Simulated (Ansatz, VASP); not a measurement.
## Two plane-wave programs on Au

POSCAR

```
Au
1.0
    2.9000000000      0.0000000000      0.0000000000
   -1.4500000000      2.5114736710      0.0000000000
    0.0000000000      0.0000000000      4.8800000000
Au
2
Direct
    0.6666666667      0.3333333333      0.2500000000
    0.3333333333      0.6666666667      0.7500000000
```

The input INCAR.step1:

```
SYSTEM = Au
PREC = Accurate
ENCUT = 520
EDIFF = 1E-5
ISMEAR = -1
SIGMA = 0.05
LREAL = .FALSE.
LASPH = .TRUE.
NELM = 80
ALGO = Normal
ISIF = 2
LWAVE = .TRUE.
LCHARG = .FALSE.
NBANDS = 18
GGA = PE
```

Contents of INCAR.step2:

```
SYSTEM = Au
PREC = Accurate
ENCUT = 520
EDIFF = 1E-6
ISMEAR = -1
SIGMA = 0.05
LREAL = .FALSE.
LASPH = .TRUE.
NELM = 80
ALGO = Normal
ISIF = 2
LWAVE = .FALSE.
LCHARG = .FALSE.
GGA = PE
LHFCALC = .TRUE.
AEXX = 0.25
PRECFOCK = Normal
NBANDS = 18
ISTART = 1
```

KPOINTS

```
regular mesh
0
G
  6 6 3
  0 0 0
```

Contents of input:

```
crystal:
  lattice:
    - [2.9, 0.0, 0.0]
    - [-1.45, 2.511473671, 0.0]
    - [0.0, 0.0, 4.88]
  atoms:
    - { symbol: Au, position: [0.6666666667, 0.3333333333, 0.25] }
    - { symbol: Au, position: [0.3333333333, 0.6666666667, 0.75] }
hamiltonian:
  xc: pbe0
  pseudopotentials: { kind: paw }
kpoints:
  mp_grid: { grid: [6, 6, 3] }
scf:
  occupations: { method: fermi_dirac, width: 0.05 }
output:
  forces: true
  stress: true
  eigenvalues: true
  write_density: true
  write_potential: true
  elf: true
  volumetric_format: npy
```

Alike in both runs: task single point; functional PBE0; k mesh 6 × 6 × 3; occupations fermi-dirac, width 0.05 eV; no spin polarisation.

|  | VASP | Ansatz |
| --- | --- | --- |
| version | VASP 6.6.1 | Ansatz 0.2.0 |
| potentials or method | VASP PAW PBE potentials, release 64 (Au) | Ansatz PAW |
| plane-wave cutoff (eV) | 520 | 420 |
| valence electrons in the cell | 22 | 38 |

Ansatz gave:

| Quantity | Value |
| --- | --- |
| gap on the k mesh at the Fermi level (eV) | none |
| pressure (GPa) | 0.7 |
| traceless stress, the component that is largest in VASP (GPa) | 5.58 |

**Question.** What did VASP give for the same quantities?

**Answer.** gap on the k mesh at the Fermi level (eV): none; pressure (GPa): 0.6; traceless stress, the component that is largest in VASP (GPa): 5.54.

A gap of «none» marks a metal or a gap that the smearing closes. VASP's potentials hold 22 valence electrons a cell and Ansatz's 38, so a difference there can come from the potentials and not from the codes.

The k mesh is coarse, so the values compare programs but aren't converged. Neither program's run includes spin-orbit coupling.
